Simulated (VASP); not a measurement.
Here is a VASP 6.6.1 calculation.

INCAR

```
ALGO = Normal ; DIPOL = 0.5 0.5 0.500
EDIFF = 1E-6 ; ENCUT = 520
IDIPOL = 3 ; ISIF = 2
ISMEAR = -1 ; LASPH = T
LCHARG = T ; LDIPOL = T
LELF = T ; LREAL = F
LVACPOTAV = T ; LVHAR = T
LWAVE = F ; NBANDS = 33
NELM = 100 ; PREC = Accurate
SIGMA = 0.05
```

File KPOINTS:

```
k-points
0
Gamma
  13 9 1
```

POSCAR

```
Os
1.0
    2.7147872332      0.0000000000      0.0000000000
    0.0000000000      4.2926626049      0.0000000000
    0.0000000000      0.0000000000     21.4858000000
Os
6
Direct
    0.7500000000      0.7500000000      0.3788121569
    0.2500000000      0.2500000000      0.4079939599
    0.2500000000      0.7500000000      0.4833559938
    0.7500000000      0.2500000000      0.5166440049
    0.7500000000      0.7500000000      0.5920060404
    0.2500000000      0.2500000000      0.6211878441
```

Potentials or basis: VASP PAW LDA potentials, release 64 (Os).

Launch:

```sh
$ cat potpaw_LDA.64/Os/POTCAR > POTCAR
$ mpirun -np 1 vasp_std > vasp.out
```

What does it give for the largest force?

0.066 eV/Å.

Predict the band gap on the k mesh.

zero (bands 24 and 25 overlap by 1.49 eV).

Forces in eV/Å, atoms in the order of the input:
```
Os   0.000  0.000 -0.028
Os   0.000  0.000 -0.066
Os   0.000  0.000 -0.021
Os   0.000  0.000  0.021
Os   0.000  0.000  0.066
Os   0.000  0.000  0.028
```

Caveat: spin-orbit coupling is left out, which moves the levels of the heavy elements.
